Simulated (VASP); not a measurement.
# TePb (Fm-3m) in VASP: further runs, part 2 of 2

VASP 6.6.1. Earlier steps stand in the parts before.

### Step 4. Electric field gradients, PBE (volume scaled by 0.975)

The input, INCAR:

```
SYSTEM = TePb
PREC = Accurate
ENCUT = 520
EDIFF = 1E-8
ISMEAR = -1
SIGMA = 0.03
LREAL = .False.
LASPH = .True.
NELM = 60
ALGO = Normal
ISIF = 2
LWAVE = .False.
LCHARG = .False.
GGA = PE
LEFG = .True.
NBANDS = 17
```

The input, KPOINTS:

```
Automatic mesh
0
Gamma
  10 10 10
  0 0 0
```

The input, POSCAR:

```
TePb
1.0
    0.0000000000      3.1998810708      3.1998810708
    3.1998810708      0.0000000000      3.1998810708
    3.1998810708      3.1998810708      0.0000000000
Te Pb
1 1
Direct
    0.5000000000      0.5000000000      0.5000000000
    0.0000000000      0.0000000000      0.0000000000
```

Potentials or basis: VASP PAW PBE potentials, release 64 (Te, Pb_d).

Command:

```
$ cat potpaw_PBE.64/Te/POTCAR potpaw_PBE.64/Pb_d/POTCAR > POTCAR
$ mpirun -np 1 vasp_std > vasp.out
```

OUTCAR:

```text
SYSTEM = TePb
   PREC = Accurate
   ENCUT = 520
   EDIFF = 1E-8
   ISMEAR = -1
   LREAL = .False.
   LASPH = .True.
   NELM = 60
   ISIF = 2
   GGA = PE

 ion  position               nearest neighbor table
   1  0.500  0.500  0.500-   2 3.20   2 3.20   2 3.20   2 3.20   2 3.20   2 3.20
   2  0.000  0.000  0.000-   1 3.20   1 3.20   1 3.20   1 3.20   1 3.20   1 3.20

  LATTYP: Found a face centered cubic cell.
 ALAT       =     6.3997621416

  Lattice vectors:

 A1 = (   0.0000000000,   3.1998810708,   3.1998810708)
 A2 = (   3.1998810708,   0.0000000000,   3.1998810708)
 A3 = (   3.1998810708,   3.1998810708,   0.0000000000)

Analysis of symmetry for initial positions (statically):
=====================================================================
 Subroutine PRICEL returns:
 Original cell was already a primitive cell.

 Routine SETGRP: Setting up the symmetry group for a
 face centered cubic supercell.

 Subroutine GETGRP returns: Found 48 space group operations
 (whereof 48 operations were pure point group operations)
 out of a pool of 48 trial point group operations.

The static configuration has the point symmetry O_h .

Analysis of symmetry for dynamics (positions and initial velocities):
=====================================================================
 Subroutine PRICEL returns:
 Original cell was already a primitive cell.

 Routine SETGRP: Setting up the symmetry group for a
 face centered cubic supercell.

 Subroutine GETGRP returns: Found 48 space group operations
 (whereof 48 operations were pure point group operations)
 out of a pool of 48 trial point group operations.

[... 159 lines left out ...]
      3     -10.7538      2.00000
      4     -10.7538      2.00000
      5     -10.7538      2.00000
      6      -6.2589      2.00000
[... 457 lines left out ...]
      4     -10.7319      2.00000
      5     -10.7307      2.00000
      6      -4.9325      2.00000
[... 9 lines left out ...]
     16      15.6912      0.00000
     17      16.1968      0.00000

 [... further k-points ...]

------------------------ aborting loop because EDIFF is reached ----------------------------------------

  FORCE on cell =-STRESS in cart. coord.  units (eV):
  Direction    XX          YY          ZZ          XY          YZ          ZX
  --------------------------------------------------------------------------------------
  -------------------------------------------------------------------------------------
  Total        1.4585776      1.4585776      1.4585776      0.0000000     -0.0000000      0.0000000
  in kB       35.6622397     35.6622397     35.6622397      0.0000000     -0.0000000      0.0000000
  external PRESSURE =      35.6622397 kB  Pullay stress =       0.0000000 kB

 VOLUME and BASIS-vectors are now :
 -----------------------------------------------------------------------------
  energy-cutoff  :      520.00
  volume of cell :       65.53
      direct lattice vectors                 reciprocal lattice vectors
     0.000000000  3.199881071  3.199881071    -0.156255807  0.156255807  0.156255807
     3.199881071  0.000000000  3.199881071     0.156255807 -0.156255807  0.156255807
     3.199881071  3.199881071  0.000000000     0.156255807  0.156255807 -0.156255807

 POSITION                                       TOTAL-FORCE (eV/Angst)
 -----------------------------------------------------------------------------------
      3.19988      3.19988      3.19988         0.000000     -0.000000      0.000000
      0.00000      0.00000      0.00000        -0.000000      0.000000     -0.000000
 -----------------------------------------------------------------------------------
    total drift:                               -0.000000      0.000000      0.000000

  FREE ENERGIE OF THE ION-ELECTRON SYSTEM (eV)
  ---------------------------------------------------
  free  energy   TOTEN  =        -7.4671295263 eV

  energy  without entropy=       -7.4671294432  energy(sigma->0) =       -7.46712948

 Electric field gradients (V/A^2)
---------------------------------------------------------------------
 ion       V_xx      V_yy      V_zz      V_xy      V_xz      V_yz
---------------------------------------------------------------------
   1       0.000     0.000    -0.000    -0.000    -0.000    -0.000
   2      -0.000     0.000    -0.000     0.001     0.001     0.001
---------------------------------------------------------------------

 Electric field gradients after diagonalization (V/A^2)
 (convention: |V_zz| > |V_xx| > |V_yy|)
----------------------------------------------------------------------
 ion       V_xx      V_yy      V_zz     asymmetry (V_yy - V_xx)/ V_zz
----------------------------------------------------------------------
   1       0.000     0.000    -0.000       0.000
   2      -0.001    -0.001     0.002       0.000
----------------------------------------------------------------------

           NMR quadrupolar parameters

 Cq : quadrupolar parameter    Cq=e*Q*V_zz/h
 eta: asymmetry parameters     (V_yy - V_xx)/ V_zz
 Q  : nuclear electric quadrupole moment in mb (millibarn)
----------------------------------------------------------------------
 ion       Cq(MHz)       eta       Q (mb)
----------------------------------------------------------------------
   1      -0.000       0.000       1.000
   2       0.000       0.000       1.000
----------------------------------------------------------------------
```

OSZICAR:

```text
N       E                     dE             d eps       ncg     rms          rms(c)
DAV:   1     0.152982565120E+03    0.15298E+03   -0.90786E+03  1598   0.113E+03
DAV:   2     0.293660818490E+01   -0.15005E+03   -0.14563E+03  1686   0.294E+02
DAV:   3    -0.729481419563E+01   -0.10231E+02   -0.10174E+02  2125   0.844E+01
DAV:   4    -0.756465366669E+01   -0.26984E+00   -0.26966E+00  1970   0.151E+01
DAV:   5    -0.757634817860E+01   -0.11695E-01   -0.11694E-01  2277   0.288E+00    0.355E+00
DAV:   6    -0.746864226176E+01    0.10771E+00   -0.23217E-01  2354   0.349E+00    0.220E+00
DAV:   7    -0.746556249323E+01    0.30798E-02   -0.78996E-02  2022   0.140E+00    0.923E-01
DAV:   8    -0.746713847027E+01   -0.15760E-02   -0.90817E-03  1987   0.962E-01    0.148E-01
DAV:   9    -0.746709435819E+01    0.44112E-04   -0.95938E-04  2412   0.347E-01    0.610E-02
DAV:  10    -0.746712400601E+01   -0.29648E-04   -0.13183E-04  1876   0.889E-02    0.179E-02
DAV:  11    -0.746713024285E+01   -0.62368E-05   -0.33264E-05  2128   0.478E-02    0.179E-02
DAV:  12    -0.746713002364E+01    0.21921E-06   -0.18089E-06  1859   0.793E-03    0.122E-02
DAV:  13    -0.746712935387E+01    0.66977E-06   -0.87431E-07  2051   0.677E-03    0.346E-03
DAV:  14    -0.746712944522E+01   -0.91349E-07   -0.31003E-07  2349   0.464E-03    0.129E-03
DAV:  15    -0.746712948837E+01   -0.43156E-07   -0.20000E-08  1754   0.859E-04    0.977E-04
DAV:  16    -0.746712952649E+01   -0.38120E-07   -0.42284E-09  1015   0.489E-04    0.829E-05
DAV:  17    -0.746712952630E+01    0.19509E-09   -0.72269E-10   915   0.232E-04
   1 F= -.74671295E+01 E0= -.74671295E+01  d E =-.830900E-07
```

Wall time 42 s (1 thread of Intel Xeon Platinum 8488C (Sapphire Rapids), shared host); peak memory 0.23 GiB.

What came out:

- Free energy: -7.4671 eV
- Pressure: 3.6 GPa
- Band gap on the k mesh: 0.67 eV, direct

Caveat: without QUAD_EFG the Cq values of the log hold for a quadrupole moment of 1 mb, not for the nuclei; spin-orbit coupling is left out, which moves the levels of the heavy elements. A k mesh can miss the band edges.

### Step 5. The runs side by side

| spin | cell | gap on the mesh (eV) | pressure (GPa) |
| --- | --- | --- | --- |
| non-collinear, zero start, SOC | a = 4.564 Å, angles 60.0°, 2 atoms | - | 2.2 |
| off | a = 4.486 Å, angles 60.0°, 2 atoms | 0.61 | 5.1 |
| off | a = 4.525 Å, angles 60.0°, 2 atoms | 0.67 | 3.6 |

Alike in all rows: task electric field gradients; level PBE; potentials or basis VASP PAW PBE potentials, release 64 (Te, Pb_d); k mesh 10 × 10 × 10; cutoff (eV) 520; smearing fermi-dirac 0.03 eV.

Caveats: spin-orbit coupling is left out, which moves the levels of the heavy elements (some runs).

Total energies depend on the potentials used, so only differences within one code and one set of settings carry meaning.
